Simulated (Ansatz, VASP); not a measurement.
# KTi in VASP and in Ansatz

```xyz
2
Lattice="3.9916 0.0000 0.0000 0.0000 3.9916 0.0000 0.0000 0.0000 3.9916" Properties=species:S:1:pos:R:3 pbc="T T T"
K     0.0000    0.0000    0.0000
Ti    1.9958    1.9958    1.9958
```

Alike in both runs: functional PBE; k mesh 4 × 4 × 4; occupations gaussian, width 0.1 eV; no spin polarisation.

Ansatz relaxed the structure, and its values are those at the end. VASP's run is a single point on that final structure, the one shown.

```csv
,VASP,Ansatz
version,VASP 6.6.1,Ansatz 0.2.0
potentials or method,"VASP PAW PBE potentials, release 64 (K_sv, Ti_sv), cutoff 520 eV","scalar-relativistic, plane waves, PAW"
valence electrons in the cell,21,21
```

Ansatz gave:

- gap on the k mesh at the Fermi level (eV): none
- pressure (GPa): 0.4

Question: What did VASP give for the same quantities?

Answer: gap on the k mesh at the Fermi level (eV): none; pressure (GPa): 0.5.

A gap of «none» marks a metal or a gap that the smearing closes.

The k mesh is coarse, so the values compare programs but aren't converged.
